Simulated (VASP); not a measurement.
Here is a VASP 6.6.1 calculation.

The input INCAR:

```
SYSTEM = Ga
PREC = Accurate ; ENCUT = 500
EDIFF = 1E-7 ; ISMEAR = -1
SIGMA = 0.1 ; LREAL = .FALSE.
LASPH = .TRUE. ; NELM = 120
ALGO = Normal ; ISIF = 3
LWAVE = .FALSE. ; LCHARG = .FALSE.
GGA = RP ; IBRION = 2
NSW = 80 ; EDIFFG = -0.01
GGA_COMPAT = .FALSE. ; NELMIN = 4
```

Contents of KPOINTS:

```
Automatic mesh
0
G
  8 8 7
  0 0 0
```

Contents of POSCAR:

```
Ga
1.0
    2.2615000000     -3.8305000000      0.0000000000
    2.2615000000      3.8305000000      0.0000000000
    0.0000000000      0.0000000000      4.5240000000
Ga
4
Direct
    0.8451000000      0.1549000000      0.0810000000
    0.6549000000      0.3451000000      0.5810000000
    0.1549000000      0.8451000000      0.9190000000
    0.3451000000      0.6549000000      0.4190000000
```

Potentials or basis: VASP PAW PBE potentials, release 64 (Ga_d).

The run is started by

```console
$ cat potpaw_PBE.64/Ga_d/POTCAR > POTCAR
$ mpirun -np 1 vasp_std > vasp.out
```

Question: Predict the band gap on the k mesh.

Answer: Zero (bands 26 and 27 overlap by 0.91 eV).

Question: Estimate the relaxed cell.

Answer: a = 4.573 Å, b = 4.573 Å, c = 4.603 Å, α = 90.00°, β = 90.00°, γ = 118.27°.

Question: Estimate the space group after relaxing (to 0.1 Å).

Answer: Cmce (No. 64).

Final structure:
```
Ga
1.0
     2.34624   -3.92569    0.00000
     2.34624    3.92569    0.00000
     0.00000    0.00000    4.60261
Ga
4
Cartesian
  2.3462 -2.6996 0.3767
  2.3462 -1.2261 2.6780
  2.3462 2.6996 4.2259
  2.3462 1.2261 1.9246
```

 Zero-point motion and thermal expansion aren't in these numbers.
